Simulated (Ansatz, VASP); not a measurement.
## One calculation of TePb, two programs

```xyz
2
Lattice="0.0000 3.6415 3.6415 3.6415 0.0000 3.6415 3.6415 3.6415 0.0000" Properties=species:S:1:pos:R:3 pbc="T T T"
Pb    0.0000    0.0000    0.0000
Te    1.8207    1.8207    1.8207
```

Alike in both runs: task single point; functional r2SCAN; k mesh 6 × 6 × 6; no spin polarisation.

```csv
,VASP,Ansatz
version,VASP 6.6.1,Ansatz 0.2.0
potentials or method,"VASP PAW PBE potentials, release 64 (Pb_d, Te)","plane waves, PAW"
plane-wave cutoff (eV),520,500
occupations,"gaussian, width 0.01 eV",fixed
valence electrons in the cell,20,30
```

|  | VASP | Ansatz | Ansatz less VASP |
| --- | --- | --- | --- |
| gap on the k mesh at the Fermi level (eV) | 0.91 | 0.91 | +0.002 |
| pressure (GPa) | 0.0 | 0.0 | +0.01 |

VASP's potentials were made for PBE, not for r2SCAN. VASP's potentials hold 20 valence electrons a cell and Ansatz's 30, so a difference there can come from the potentials and not from the codes.

Spin-orbit coupling is off throughout.
